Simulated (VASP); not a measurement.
# Fe (Fd-3m) in VASP: notebook

Runs on Fe. Level: PBEsol. Tasks: single point.

Program: VASP 6.6.1. These are calculated values, not measurements. Logs are shortened: lines on timing, memory, paths and dates and some standing lists are left out, and cuts for length are marked.

### Step 1. The cell of the first run

The structure is cubic, space group Fd-3m (No. 227). Conventional cell: a = 4.930 Å, b = 4.930 Å, c = 4.930 Å, α = 90.00°, β = 90.00°, γ = 90.00°. Within 2.8 Å of Fe (site symmetry -43m) lie 4 Fe at 2.13 Å.

### Step 2. Single point, PBEsol, collinear spin, antiferromagnetic start (volume scaled by 1.08)

File INCAR:

```
SYSTEM = Fe
ALGO     = Normal         ! electronic algorithm
EDIFF    = 1E-7           ! SCF threshold, eV
ENCUT    = 520            ! plane-wave cutoff, eV
GGA      = PS             ! functional
ISIF     = 2              ! what is computed and relaxed
ISMEAR   = -1             ! smearing method
ISPIN    = 2              ! spin polarisation
LASPH    = .True.         ! aspherical terms in the spheres
LCHARG   = .False.        ! write CHGCAR
LMAXMIX  = 4              ! l up to which the mixer works
LORBIT   = 11             ! projections on sites
LREAL    = .False.        ! projectors in reciprocal space
LWAVE    = .False.        ! write WAVECAR
MAGMOM   = 2.5 -2.5       ! initial moments
NBANDS   = 19             ! bands
NELM     = 150            ! most SCF steps
PREC     = Accurate       ! precision mode
SIGMA    = 0.05           ! smearing width, eV
```

File KPOINTS:

```
k-points
0
Gamma
  13 13 13
  0 0 0
```

File POSCAR:

```
Fe
1.0
    0.0000000000      2.4648348064      2.4648348064
    2.4648348064      0.0000000000      2.4648348064
    2.4648348064      2.4648348064      0.0000000000
Fe
2
Direct
    0.1250000000      0.1250000000      0.1250000000
    0.8750000000      0.8750000000      0.8750000000
```

Potentials or basis: VASP PAW PBE potentials, release 64 (Fe).

Started as:

```console
$ cat potpaw_PBE.64/Fe/POTCAR > POTCAR
$ mpirun -np 1 vasp_std > vasp.out
```

OUTCAR:

```text
SYSTEM = Fe
   EDIFF = 1E-7
   ENCUT = 520
   GGA = PS
   ISIF = 2
   ISMEAR = -1
   ISPIN = 2
   LASPH = .True.
   LORBIT = 11
   LREAL = .False.
   NELM = 150
   PREC = Accurate

 ion  position               nearest neighbor table
   1  0.125  0.125  0.125-   2 2.13   2 2.13   2 2.13   2 2.13
   2  0.875  0.875  0.875-   1 2.13   1 2.13   1 2.13   1 2.13

  LATTYP: Found a face centered cubic cell.
 ALAT       =     4.9296696128

  Lattice vectors:

 A1 = (   0.0000000000,   2.4648348064,   2.4648348064)
 A2 = (   2.4648348064,   0.0000000000,   2.4648348064)
 A3 = (   2.4648348064,   2.4648348064,   0.0000000000)

Analysis of symmetry for initial positions (statically):
=====================================================================
 Subroutine PRICEL returns:
 Original cell was already a primitive cell.

 Routine SETGRP: Setting up the symmetry group for a
 face centered cubic supercell.

 Subroutine GETGRP returns: Found 48 space group operations
 (whereof 12 operations were pure point group operations)
 out of a pool of 48 trial point group operations.

The static configuration has the point symmetry D_3d.
 The point group associated with its full space group is O_h .

Analysis of symmetry for dynamics (positions and initial velocities):
=====================================================================
 Subroutine PRICEL returns:
 Original cell was already a primitive cell.

 Routine SETGRP: Setting up the symmetry group for a
 face centered cubic supercell.

 Subroutine GETGRP returns: Found 48 space group operations
 (whereof 12 operations were pure point group operations)
 out of a pool of 48 trial point group operations.

The dynamic configuration has the point symmetry D_3d.
 The point group associated with its full space group is O_h .

Analysis of structural, dynamic, and magnetic symmetry:
=====================================================================
 Subroutine PRICEL returns:
 Original cell was already a primitive cell.

 Routine SETGRP: Setting up the symmetry group for a
 face centered cubic supercell.

 Subroutine GETGRP returns: Found 48 space group operations
 (whereof 12 operations were pure point group operations)
 out of a pool of 48 trial point group operations.

The overall configuration has the point symmetry D_3d.
 The point group associated with its full space group is O_h .

 Subroutine INISYM returns: Found 48 space group operations
 (whereof 12 operations are pure point group operations),
 and found     1 'primitive' translations

----------------------------------------------------------------------------------------

                                     Primitive cell

  volume of cell :      29.9498

  direct lattice vectors                    reciprocal lattice vectors
     0.000000000  2.464834806  2.464834806    -0.202853351  0.202853351  0.202853351
     2.464834806  0.000000000  2.464834806     0.202853351 -0.202853351  0.202853351
     2.464834806  2.464834806  0.000000000     0.202853351  0.202853351 -0.202853351

  length of vectors
     3.485802812  3.485802812  3.485802812     0.351352310  0.351352310  0.351352310

  position of ions in fractional coordinates (direct lattice)
     0.125000000  0.125000000  0.125000000
     0.875000000  0.875000000  0.875000000

  ion indices of the primitive-cell ions
   primitive index   ion index
                 1           1
                 2           2

----------------------------------------------------------------------------------------

 KPOINTS: k-points

Automatic generation of k-mesh.
 Grid dimensions read from file:
 generate k-points for:   13   13   13

 Generating k-lattice:

  Cartesian coordinates                     Fractional coordinates (reciprocal lattice)
    -0.015604104  0.015604104  0.015604104     0.076923077  0.000000000  0.000000000
     0.015604104 -0.015604104  0.015604104     0.000000000  0.076923077  0.000000000
     0.015604104  0.015604104 -0.015604104     0.000000000  0.000000000  0.076923077

  Length of vectors
     0.027027101  0.027027101  0.027027101

  Shift w.r.t. Gamma in fractional coordinates (k-lattice)
     0.000000000  0.000000000  0.000000000

 Subroutine IBZKPT returns following result:
 ===========================================

 Found     84 irreducible k-points:

 Following reciprocal coordinates:
            Coordinates               Weight
  0.000000  0.000000  0.000000      1.000000
  0.076923  0.000000  0.000000      8.000000
  0.153846  0.000000  0.000000      8.000000
  0.230769  0.000000  0.000000      8.000000
  0.307692  0.000000  0.000000      8.000000
  0.384615  0.000000  0.000000      8.000000
[... 16 lines left out ...]
  0.384615  0.153846  0.000000     24.000000
  0.461538  0.153846  0.000000     24.000000
 [... further k-points ...]
   k-points           NKPTS =     84   k-points in BZ     NKDIM =     84   number of bands    NBANDS=     19
   number of dos      NEDOS =    301   number of ions     NIONS =      2
   total plane-waves  NPLWV =  21952
   dimension x,y,z NGX =    28 NGY =   28 NGZ =   28
   dimension x,y,z NGXF=    56 NGYF=   56 NGZF=   56
   ions per type =               2
   NGX,Y,Z   is equivalent  to a cutoff of  13.35, 13.35, 13.35 a.u.
   NGXF,Y,Z  is equivalent  to a cutoff of  26.71, 26.71, 26.71 a.u.
 SYSTEM =  Fe
   PREC   = accura    normal or accurate (medium, high low for compatibility)
   ISTART =      0    job   : 0-new  1-cont  2-samecut
   ICHARG =      2    charge: 1-file 2-atom 10-const
   ISPIN  =      2    spin polarized calculation?
   LNONCOLLINEAR =      F non collinear calculations
   LSORBIT =      F    spin-orbit coupling
   LASPH  =      T    aspherical Exc in radial PAW
   ENCUT  =  520.0 eV  38.22 Ry    6.18 a.u.   6.48  6.48  6.48*2*pi/ulx,y,z
   NELM   =    150;   NELMIN=  2; NELMDL= -5     # of ELM steps
   EDIFF  = 0.1E-06   stopping-criterion for ELM
   LREAL  =      F    real-space projection
   EDIFFG = 0.1E-05   stopping-criterion for IOM
   NSW    =      0    number of steps for IOM
   IBRION =     -1    ionic relax: 0-MD 1-quasi-New 2-CG
   NFREE  =      0    steps in history (QN), initial steepest desc. (CG)
   ISIF   =      2    stress and relaxation
   ISYM   =      2    0-nonsym 1-usesym 2-fastsym
   POTIM  = 0.5000    time-step for ionic-motion
   TEBEG  =    0.0;   TEEND  =   0.0 temperature during run
   PSTRESS=    0.0 pullay stress
   NELECT =      16.0000    total number of electrons
   NUPDOWN=      -1.0000    fix difference up-down
   EMIN   =  10.00;   EMAX   =-10.00  energy-range for DOS
   EFERMI =   0.00;   METHOD = LEGACY
   ISMEAR =    -1;   SIGMA  =   0.05  broadening in eV -4-tet -1-fermi 0-gaus
   EFERMI_NEDOS =   21; number of points for ismear=-14 and -15
   IALGO  =     38    algorithm
   IMIX   =      4    mixing-type and parameters
     AMIX     =   0.40;   BMIX     =  1.00
     AMIX_MAG =   1.60;   BMIX_MAG =  1.00
  volume/ion in A,a.u.               =      14.97       101.06
  Fermi-wavevector in a.u.,A,eV,Ry     =   1.328364  2.510243 24.008163  1.764550
  Thomas-Fermi vector in A             =   2.457607
   LORBIT       =     11    0 simple, 1 ext, 2 COOP (PROOUT), +10 PAW based schemes
   GGA     = PS    functional components
   LHFCALC =     F    Hartree Fock is set to
   AEXX    =    0.0000 exact exchange contribution
   IVDW    =     0    specifies the selected vdW correction
   LEPSILON=     F    determine dielectric tensor
   LRPA    =     F    only Hartree local field effects (RPA)
 spin polarized calculation
  energy-cutoff  :      520.00
  volume of cell :       29.95
 maximum number of plane-waves:       869
 NGX is ok and might be reduce to    28
   NGX = 13   NGY = 13   NGZ = 13

 number of electron      15.9999994 magnetization      -0.0000000

 number of electron      15.9999994 magnetization       0.0000000

 Free energy of the ion-electron system (eV)
  ---------------------------------------------------
  ext. energy  EPLUGINS =         0.00000000
  ---------------------------------------------------
  free energy    TOTEN  =       -15.21764303 eV

  energy without entropy =      -15.19602501  energy(sigma->0) =      -15.20683402

 E-fermi :   3.1307     XC(G=0): -11.5125

 val. band max:        3.1231246250   @ k =   0.3846   0.0000   0.0000
 cond. band min:       3.1478280611   @ k =   0.2308   0.2308   0.0000
 fundamental gap:      0.0247034361
 Fermi energy:         3.1306552417

 spin component 1

 k-point     1 :       0.0000    0.0000    0.0000
  band No.  band energies     occupation
      1      -3.3844      1.00000
      2       0.5219      1.00000
      3       0.5219      1.00000
      4       0.7871      1.00000
      5       0.7871      1.00000
      6       0.7871      1.00000
[... 11 lines left out ...]
     18      18.6831      0.00000
     19      19.7136      0.00000
[... 485 lines left out ...]
 k-point    24 :       0.4615    0.1538    0.0000
  band No.  band energies     occupation
      1      -0.3826      1.00000
      2       0.0246      1.00000
      3       0.7436      1.00000
      4       0.7849      1.00000
      5       1.0003      1.00000
      6       1.3770      1.00000
[... 11 lines left out ...]
     18      21.1072      0.00000
     19      22.5849      0.00000

 [... further k-points ...]

 spin component 2

 k-point     1 :       0.0000    0.0000    0.0000
  band No.  band energies     occupation
      1      -3.3844      1.00000
      2       0.5219      1.00000
      3       0.5219      1.00000
      4       0.7871      1.00000
      5       0.7871      1.00000
      6       0.7871      1.00000
[... 11 lines left out ...]
     18      18.6831      0.00000
     19      19.7136      0.00000
[... 485 lines left out ...]
 k-point    24 :       0.4615    0.1538    0.0000
  band No.  band energies     occupation
      1      -0.3826      1.00000
      2       0.0246      1.00000
      3       0.7436      1.00000
      4       0.7849      1.00000
      5       1.0003      1.00000
      6       1.3770      1.00000
[... 11 lines left out ...]
     18      21.1072      0.00000
     19      22.5849      0.00000

 [... further k-points ...]
[... 5 lines left out ...]
  --------------------------------------------------------------------------------------
  -------------------------------------------------------------------------------------
  Total       -2.3080893     -2.3080893     -2.3080893      0.0000000      0.0000000      0.0000000
  in kB     -123.4723587   -123.4723587   -123.4723587      0.0000000      0.0000000      0.0000000
  external PRESSURE =    -123.4723587 kB  Pullay stress =       0.0000000 kB

 VOLUME and BASIS-vectors are now :
 -----------------------------------------------------------------------------
  energy-cutoff  :      520.00
  volume of cell :       29.95
      direct lattice vectors                 reciprocal lattice vectors
     0.000000000  2.464834806  2.464834806    -0.202853351  0.202853351  0.202853351
     2.464834806  0.000000000  2.464834806     0.202853351 -0.202853351  0.202853351
     2.464834806  2.464834806  0.000000000     0.202853351  0.202853351 -0.202853351

 POSITION                                       TOTAL-FORCE (eV/Angst)
 -----------------------------------------------------------------------------------
      0.61621      0.61621      0.61621        -0.000000     -0.000000     -0.000000
      4.31346      4.31346      4.31346         0.000000      0.000000      0.000000
 -----------------------------------------------------------------------------------
    total drift:                                0.000000     -0.000000     -0.000000

  FREE ENERGIE OF THE ION-ELECTRON SYSTEM (eV)
  ---------------------------------------------------
  free  energy   TOTEN  =       -15.2176430328 eV

  energy  without entropy=      -15.1960250136  energy(sigma->0) =      -15.20683402

 total charge

# of ion       s       p       d       tot
------------------------------------------
    1        0.574   0.419   6.424   7.417
    2        0.574   0.419   6.424   7.417
--------------------------------------------------
tot          1.148   0.838  12.848  14.834

 magnetization (x)

# of ion       s       p       d       tot
------------------------------------------
    1       -0.000  -0.000  -0.000  -0.000
    2        0.000   0.000   0.000   0.000
--------------------------------------------------
tot          0.000   0.000   0.000   0.000
```

Wall time 57 s (1 thread of Intel Xeon 6975P-C (Granite Rapids), shared host); peak memory 0.21 GiB.

Results:

- Free energy: -15.2176 eV
- Pressure: -12.3 GPa
- Band gap on the k mesh: zero (filled and empty bands overlap)
- Net moment: 0.00 μB per cell
- Valence electrons inside the program's atomic spheres: Fe 7.42

Caveat: the starting moments collapsed, and a magnetic state may lie lower; the PAW data sets were made with another functional, which shifts forces and pressure a little.

(Part 1 of 2 ends here.)
